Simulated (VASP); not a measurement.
Wanted: the native input for a VASP 6.6.1 run.

```yaml
Task: single point
Functional: PBEsol
Potentials_or_basis: VASP PAW PBE potentials, release 64 (Ag, Cl)
Cutoff: 520 eV
k_mesh: 4 × 4 × 4
Occupations: fermi-dirac, width 0.05 eV
Spin: no spin polarisation
Dipole_correction: no
Further_INCAR_settings: ALGO = Normal; EDIFF = 1e-07; NBANDS = 16
```

The structure of AgCl (Chlorargyrite) lies in POSCAR:

```
AgCl
1.0
   -0.0002100000      2.7497900000      2.7622600000
    2.7711200000     -0.0580000000      2.8200600000
    2.7084400000      2.7449000000      0.0046800000
Ag Cl
1 1
Direct
    0.9913900000      0.9913900000      0.0064700000
    0.5029000000      0.4882800000      0.5132200000
```

One way to write it, as run:

INCAR

```
PREC = Accurate
ENCUT = 520
EDIFF = 1E-7
ISMEAR = -1
SIGMA = 0.05
LREAL = False
LASPH = True
NELM = 80
ALGO = Normal
ISIF = 2
LWAVE = False
LCHARG = False
GGA = PS
NBANDS = 16
```

KPOINTS

```
Automatic mesh
0
Gamma
  4 4 4
```

Potentials or basis: VASP PAW PBE potentials, release 64 (Ag, Cl).

Launch:

```bash
$ cat potpaw_PBE.64/Ag/POTCAR potpaw_PBE.64/Cl/POTCAR > POTCAR
$ mpirun -np 1 vasp_std > vasp.out
```

It gave:

```
Pressure               : -2.3 GPa
Largest force          : 0.038 eV/Å
Band gap on the k mesh : 0.65 eV, indirect (least direct gap 2.90 eV)
```

Caveat: the k points lie up to 0.50 Å⁻¹ apart; the PAW data sets were made with another functional, which shifts forces and pressure a little.

Run time: 21 s on 1 thread of Intel(R) Xeon(R) Platinum 8488C (Sapphire Rapids), with other jobs on the host, peak memory 0.17 GiB.
